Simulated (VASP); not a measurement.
# PtSe (Fm-3m) in VASP: a series of runs

Runs on PtSe. Level: PBEsol. Tasks: single point.

Program: VASP 6.6.1. These are calculated values, not measurements. Logs are shortened: lines on timing, memory, paths and dates and some standing lists are left out, and cuts for length are marked.

## Step 1: The cell of the first run

Symmetry: Fm-3m, No. 225, cubic system. The conventional cell has a = 5.141 Å, b = 5.141 Å, c = 5.141 Å, α = 90.00°, β = 90.00°, γ = 90.00°. Pt (site symmetry m-3m) has 6 Se at 2.57 Å within 3.4 Å. Within 3.4 Å of Se (site symmetry m-3m) lie 6 Pt at 2.57 Å.

## Step 2: Single point, PBEsol, collinear spin (16.99 Å³/atom)

Input file INCAR:

```
  PREC = Accurate
  ENCUT = 520
  EDIFF = 1E-6
  ISMEAR = 0
  SIGMA = 0.05
  LREAL = F
  LASPH = T
  NELM = 150
  ALGO = Normal
  ISIF = 2
  LWAVE = F
  LCHARG = T
  ISPIN = 2
  MAGMOM = 0.05 0
  LORBIT = 11
  LMAXMIX = 4
  GGA = PS
  LELF = T
  LVHAR = T
  NBANDS = 19
```

Input file KPOINTS:

```
regular mesh
0
Gamma
  10 10 10
```

Input file POSCAR:

```
PtSe
1.0
    0.0000000000      2.5706702017      2.5706702017
    2.5706702017      0.0000000000      2.5706702017
    2.5706702017      2.5706702017      0.0000000000
Pt Se
1 1
Direct
    0.5000000000      0.5000000000      0.5000000000
    0.0000000000      0.0000000000      0.0000000000
```

Potentials or basis: VASP PAW PBE potentials, release 64 (Pt, Se).

Started as:

```sh
$ cat potpaw_PBE.64/Pt/POTCAR potpaw_PBE.64/Se/POTCAR > POTCAR
$ mpirun -np 1 vasp_std > vasp.out
```

OUTCAR:

```text
PREC = Accurate
   ENCUT = 520
   EDIFF = 1E-6
   ISMEAR = 0
   LREAL = F
   LASPH = T
   NELM = 150
   ISIF = 2
   ISPIN = 2
   LORBIT = 11
   GGA = PS

 ion  position               nearest neighbor table
   1  0.500  0.500  0.500-   2 2.57   2 2.57   2 2.57   2 2.57   2 2.57   2 2.57
   2  0.000  0.000  0.000-   1 2.57   1 2.57   1 2.57   1 2.57   1 2.57   1 2.57

  LATTYP: Found a face centered cubic cell.
 ALAT       =     5.1413404034

  Lattice vectors:

 A1 = (   0.0000000000,   2.5706702017,   2.5706702017)
 A2 = (   2.5706702017,   0.0000000000,   2.5706702017)
 A3 = (   2.5706702017,   2.5706702017,   0.0000000000)

Analysis of symmetry for initial positions (statically):
=====================================================================
 Subroutine PRICEL returns:
 Original cell was already a primitive cell.

 Routine SETGRP: Setting up the symmetry group for a
 face centered cubic supercell.

 Subroutine GETGRP returns: Found 48 space group operations
 (whereof 48 operations were pure point group operations)
 out of a pool of 48 trial point group operations.

The static configuration has the point symmetry O_h .

Analysis of symmetry for dynamics (positions and initial velocities):
=====================================================================
 Subroutine PRICEL returns:
 Original cell was already a primitive cell.

 Routine SETGRP: Setting up the symmetry group for a
 face centered cubic supercell.

 Subroutine GETGRP returns: Found 48 space group operations
 (whereof 48 operations were pure point group operations)
 out of a pool of 48 trial point group operations.

The dynamic configuration has the point symmetry O_h .

Analysis of structural, dynamic, and magnetic symmetry:
=====================================================================
 Subroutine PRICEL returns:
 Original cell was already a primitive cell.

 Routine SETGRP: Setting up the symmetry group for a
 face centered cubic supercell.

 Subroutine GETGRP returns: Found 48 space group operations
 (whereof 48 operations were pure point group operations)
 out of a pool of 48 trial point group operations.

The overall configuration has the point symmetry O_h .

 Subroutine INISYM returns: Found 48 space group operations
 (whereof 48 operations are pure point group operations),
 and found     1 'primitive' translations

----------------------------------------------------------------------------------------

                                     Primitive cell

  volume of cell :      33.9758

  direct lattice vectors                    reciprocal lattice vectors
     0.000000000  2.570670202  2.570670202    -0.194501807  0.194501807  0.194501807
     2.570670202  0.000000000  2.570670202     0.194501807 -0.194501807  0.194501807
     2.570670202  2.570670202  0.000000000     0.194501807  0.194501807 -0.194501807

  length of vectors
     3.635476664  3.635476664  3.635476664     0.336887012  0.336887012  0.336887012

  position of ions in fractional coordinates (direct lattice)
     0.500000000  0.500000000  0.500000000
     0.000000000  0.000000000  0.000000000

  ion indices of the primitive-cell ions
   primitive index   ion index
                 1           1
                 2           2

----------------------------------------------------------------------------------------

 KPOINTS: regular mesh

Automatic generation of k-mesh.
 Grid dimensions read from file:
 generate k-points for:   10   10   10

 Generating k-lattice:

  Cartesian coordinates                     Fractional coordinates (reciprocal lattice)
    -0.019450181  0.019450181  0.019450181     0.100000000  0.000000000  0.000000000
     0.019450181 -0.019450181  0.019450181     0.000000000  0.100000000  0.000000000
     0.019450181  0.019450181 -0.019450181     0.000000000  0.000000000  0.100000000

  Length of vectors
     0.033688701  0.033688701  0.033688701

  Shift w.r.t. Gamma in fractional coordinates (k-lattice)
     0.000000000  0.000000000  0.000000000

 Subroutine IBZKPT returns following result:
 ===========================================

 Found     47 irreducible k-points:

 Following reciprocal coordinates:
            Coordinates               Weight
  0.000000  0.000000  0.000000      1.000000
  0.100000  0.000000  0.000000      8.000000
  0.200000  0.000000  0.000000      8.000000
  0.300000  0.000000  0.000000      8.000000
  0.400000  0.000000  0.000000      8.000000
  0.500000  0.000000  0.000000      4.000000
[... 16 lines left out ...]
  0.300000  0.300000  0.000000      6.000000
  0.400000  0.300000  0.000000     24.000000
 [... further k-points ...]
   k-points           NKPTS =     47   k-points in BZ     NKDIM =     47   number of bands    NBANDS=     19
   number of dos      NEDOS =    301   number of ions     NIONS =      2
   total plane-waves  NPLWV =  21952
   dimension x,y,z NGX =    28 NGY =   28 NGZ =   28
   dimension x,y,z NGXF=    56 NGYF=   56 NGZF=   56
   ions per type =               1   1
   NGX,Y,Z   is equivalent  to a cutoff of  12.80, 12.80, 12.80 a.u.
   NGXF,Y,Z  is equivalent  to a cutoff of  25.61, 25.61, 25.61 a.u.
 SYSTEM =  unknown system
   PREC   = accura    normal or accurate (medium, high low for compatibility)
   ISTART =      0    job   : 0-new  1-cont  2-samecut
   ICHARG =      2    charge: 1-file 2-atom 10-const
   ISPIN  =      2    spin polarized calculation?
   LNONCOLLINEAR =      F non collinear calculations
   LSORBIT =      F    spin-orbit coupling
   LASPH  =      T    aspherical Exc in radial PAW
   ENCUT  =  520.0 eV  38.22 Ry    6.18 a.u.   6.76  6.76  6.76*2*pi/ulx,y,z
   NELM   =    150;   NELMIN=  2; NELMDL= -5     # of ELM steps
   EDIFF  = 0.1E-05   stopping-criterion for ELM
   LREAL  =      F    real-space projection
   EDIFFG = 0.1E-04   stopping-criterion for IOM
   NSW    =      0    number of steps for IOM
   IBRION =     -1    ionic relax: 0-MD 1-quasi-New 2-CG
   NFREE  =      0    steps in history (QN), initial steepest desc. (CG)
   ISIF   =      2    stress and relaxation
   ISYM   =      2    0-nonsym 1-usesym 2-fastsym
   POTIM  = 0.5000    time-step for ionic-motion
   TEBEG  =    0.0;   TEEND  =   0.0 temperature during run
   PSTRESS=    0.0 pullay stress
   NELECT =      16.0000    total number of electrons
   NUPDOWN=      -1.0000    fix difference up-down
   EMIN   =  10.00;   EMAX   =-10.00  energy-range for DOS
   EFERMI =   0.00;   METHOD = LEGACY
   ISMEAR =     0;   SIGMA  =   0.05  broadening in eV -4-tet -1-fermi 0-gaus
   EFERMI_NEDOS =   21; number of points for ismear=-14 and -15
   IALGO  =     38    algorithm
   IMIX   =      4    mixing-type and parameters
     AMIX     =   0.40;   BMIX     =  1.00
     AMIX_MAG =   1.60;   BMIX_MAG =  1.00
  volume/ion in A,a.u.               =      16.99       114.64
  Fermi-wavevector in a.u.,A,eV,Ry     =   1.273675  2.406896 22.072008  1.622247
  Thomas-Fermi vector in A             =   2.406485
   LORBIT       =     11    0 simple, 1 ext, 2 COOP (PROOUT), +10 PAW based schemes
   GGA     = PS    functional components
   LHFCALC =     F    Hartree Fock is set to
   AEXX    =    0.0000 exact exchange contribution
   IVDW    =     0    specifies the selected vdW correction
   LEPSILON=     F    determine dielectric tensor
   LRPA    =     F    only Hartree local field effects (RPA)
 spin polarized calculation
 Gauss-broadening in eV      SIGMA  =   0.05
  energy-cutoff  :      520.00
  volume of cell :       33.98
 maximum number of plane-waves:       941
   NGX = 13   NGY = 13   NGZ = 13

 number of electron      15.9999998 magnetization      -0.0000293

 number of electron      15.9999998 magnetization       0.0000738

 Free energy of the ion-electron system (eV)
  ---------------------------------------------------
  ext. energy  EPLUGINS =         0.00000000
  ---------------------------------------------------
  free energy    TOTEN  =       -10.86092289 eV

  energy without entropy =      -10.86021617  energy(sigma->0) =      -10.86056953

 E-fermi :   8.6294     XC(G=0): -12.0734

 val. band max:        8.5716141077   @ k =   0.4000   0.2000   0.0000
 cond. band min:       8.6575641097   @ k =   0.2000   0.1000   0.0000
 fundamental gap:      0.0859500020
 Fermi energy:         8.6294231239

 spin component 1

 k-point     1 :       0.0000    0.0000    0.0000
  band No.  band energies     occupation
      1      -7.3463      1.00000
      2       5.0142      1.00000
      3       5.0142      1.00000
      4       5.0142      1.00000
      5       5.0549      1.00000
      6       5.0549      1.00000
[... 11 lines left out ...]
     18      25.2766      0.00000
     19      25.2766      0.00000
[... 485 lines left out ...]
 k-point    24 :       0.4000    0.3000    0.0000
  band No.  band energies     occupation
      1      -5.9145      1.00000
      2       1.6774      1.00000
      3       3.7224      1.00000
      4       4.2258      1.00000
      5       4.9554      1.00000
      6       5.9691      1.00000
[... 11 lines left out ...]
     18      27.3641      0.00000
     19      28.0107      0.00000

 [... further k-points ...]

 spin component 2

 k-point     1 :       0.0000    0.0000    0.0000
  band No.  band energies     occupation
      1      -7.3463      1.00000
      2       5.0145      1.00000
      3       5.0145      1.00000
      4       5.0145      1.00000
      5       5.0548      1.00000
      6       5.0548      1.00000
[... 11 lines left out ...]
     18      25.2766      0.00000
     19      25.2766      0.00000
[... 485 lines left out ...]
 k-point    24 :       0.4000    0.3000    0.0000
  band No.  band energies     occupation
      1      -5.9145      1.00000
      2       1.6774      1.00000
      3       3.7226      1.00000
      4       4.2258      1.00000
      5       4.9555      1.00000
      6       5.9692      1.00000
[... 11 lines left out ...]
     18      27.3641      0.00000
     19      28.0107      0.00000

 [... further k-points ...]

------------------------ aborting loop because EDIFF is reached ----------------------------------------

  FORCE on cell =-STRESS in cart. coord.  units (eV):
  Direction    XX          YY          ZZ          XY          YZ          ZX
  --------------------------------------------------------------------------------------
  -------------------------------------------------------------------------------------
  Total        1.4905834      1.4905834      1.4905834      0.0000000     -0.0000000      0.0000000
  in kB       70.2906831     70.2906831     70.2906831      0.0000000     -0.0000000      0.0000000
  external PRESSURE =      70.2906831 kB  Pullay stress =       0.0000000 kB

 VOLUME and BASIS-vectors are now :
 -----------------------------------------------------------------------------
  energy-cutoff  :      520.00
  volume of cell :       33.98
      direct lattice vectors                 reciprocal lattice vectors
     0.000000000  2.570670202  2.570670202    -0.194501807  0.194501807  0.194501807
     2.570670202  0.000000000  2.570670202     0.194501807 -0.194501807  0.194501807
     2.570670202  2.570670202  0.000000000     0.194501807  0.194501807 -0.194501807

 POSITION                                       TOTAL-FORCE (eV/Angst)
 -----------------------------------------------------------------------------------
      2.57067      2.57067      2.57067         0.000000      0.000000     -0.000000
      0.00000      0.00000      0.00000        -0.000000     -0.000000      0.000000
 -----------------------------------------------------------------------------------
    total drift:                                0.000000      0.000000      0.000000

  FREE ENERGIE OF THE ION-ELECTRON SYSTEM (eV)
  ---------------------------------------------------
  free  energy   TOTEN  =       -10.8609228905 eV

  energy  without entropy=      -10.8602161725  energy(sigma->0) =      -10.86056953

 total charge

# of ion       s       p       d       tot
------------------------------------------
    1        0.665   0.463   8.232   9.359
    2        1.468   2.210   0.128   3.807
--------------------------------------------------
tot          2.133   2.673   8.360  13.166

 magnetization (x)

# of ion       s       p       d       tot
------------------------------------------
    1        0.000   0.000   0.000   0.000
    2       -0.000   0.000  -0.000  -0.000
--------------------------------------------------
tot         -0.000   0.000  -0.000   0.000
```

Run time: 26 s. Hardware: 1 thread of Intel Xeon 6975P-C (Granite Rapids), shared host; peak memory 0.2 GiB.

Results:

```yaml
Free_energy: -10.8609 eV
Pressure: 7.0 GPa
Band_gap_on_the_k_mesh: zero (filled and empty bands overlap)
Net_moment: 0.00 μB per cell
Valence_electrons_inside_the_program's_atomic_spheres: Pt 9.36; Se 3.81
```

Caveat: the cell stands under pressure; the PAW data sets were made with another functional, which shifts forces and pressure a little; spin-orbit coupling is left out, which moves the levels of the heavy elements.

(Part 1 of 2 ends here.)
